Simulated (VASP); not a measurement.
A run of VASP 6.6.1 is set up as follows.

The input INCAR:

```
PREC = Accurate ; ENCUT = 520
EDIFF = 1E-7 ; ISMEAR = -1
SIGMA = 0.05 ; LREAL = Auto
LASPH = T ; NELM = 100
ALGO = Normal ; ISIF = 2
LWAVE = F ; LCHARG = T
GGA = PE ; IVDW = 12
LELF = T ; LVHAR = T
NBANDS = 72
```

Contents of KPOINTS:

```
regular mesh
0
Gamma
  2 2 1
```

The input POSCAR:

```
H4C10F
1.0
    5.0487420000      0.0000000000      0.0000000000
    0.0000000000      5.0487420000      0.0000000000
    0.0000000000      0.0000000000     17.1647000000
H C F
8 20 2
Direct
    0.4277868000      0.0000000000      0.0582591000
    0.0722132000      0.0000000000      0.0582591000
    0.9277868000      0.0000000000      0.0582591000
    0.5722132000      0.0000000000      0.0582591000
    0.4277868000      0.5000000000      0.0582591000
    0.0722132000      0.5000000000      0.0582591000
    0.9277868000      0.5000000000      0.0582591000
    0.5722132000      0.5000000000      0.0582591000
    0.2500000000      0.0000000000      0.0952362000
    0.7500000000      0.0000000000      0.0952362000
    0.2500000000      0.5000000000      0.0952362000
    0.7500000000      0.5000000000      0.0952362000
    0.2500000000      0.2500000000      0.1472324000
    0.7500000000      0.2500000000      0.1472324000
    0.2500000000      0.7500000000      0.1472324000
    0.7500000000      0.7500000000      0.1472324000
   -0.0000154635      0.2471167805      0.1950110448
    0.5000108213      0.2471389459      0.1949983267
    0.0000080520      0.7512464947      0.2033011086
    0.5000225531      0.7512195697      0.2033027722
    0.0000009005      0.0151210794      0.2519919942
    0.5000261339      0.0151116689      0.2520149225
    0.0000777888      0.4919844463      0.2536694701
    0.5000551345      0.4918777712      0.2536141637
    0.2500346407      0.0937576623      0.2990044897
    0.7500439596      0.0937222574      0.2990236332
    0.2500834820      0.4085622225      0.2933146361
    0.7500542812      0.4085489781      0.2932882841
    0.2500672420     -0.0066132819      0.3734991117
    0.7500196227     -0.0065979292      0.3735309629
```

Potentials or basis: VASP PAW PBE potentials, release 64 (H, C, F).

Command:

```console
$ cat potpaw_PBE.64/H/POTCAR potpaw_PBE.64/C/POTCAR potpaw_PBE.64/F/POTCAR > POTCAR
$ mpirun -np 1 vasp_std > vasp.out
```

Problem. What does it give for the dispersion energy per atom?

Solution. -0.108 eV.

Problem. Predict the band gap on the k mesh.

Solution. Zero (bands 51 and 52 overlap by 0.27 eV).

Problem. Estimate the largest force.

Solution. 8.974 eV/Å.

Forces on the atoms (eV/Å):
```
H   -8.955 -0.027  0.086
H    8.956 -0.027  0.086
H   -8.956 -0.027  0.086
H    8.955 -0.027  0.086
H   -8.973  0.032  0.101
H    8.973  0.032  0.101
H   -8.973  0.032  0.101
H    8.973  0.032  0.101
C   -0.001 -0.206  0.972
C    0.002 -0.206  0.972
C    0.000  0.135  1.028
C    0.001  0.135  1.027
C    0.000  0.014 -3.022
C    0.001  0.015 -3.024
C    0.002  0.043  0.591
C    0.001  0.042  0.590
C    0.004  0.013  0.007
C    0.000  0.006  0.011
C    0.002  0.005  0.006
C   -0.001  0.006  0.002
C    0.005 -0.044  0.034
C    0.000 -0.042  0.015
C   -0.006  0.037  0.011
C   -0.001  0.045  0.019
C    0.000  0.136 -0.302
C   -0.003  0.139 -0.306
C   -0.007 -0.020  0.010
C   -0.003 -0.019  0.019
F   -0.002 -0.129  0.300
F    0.002 -0.126  0.293
```

Caveat: the k points lie up to 0.62 Å⁻¹ apart; there is no dipole correction, which matters where the two faces differ.
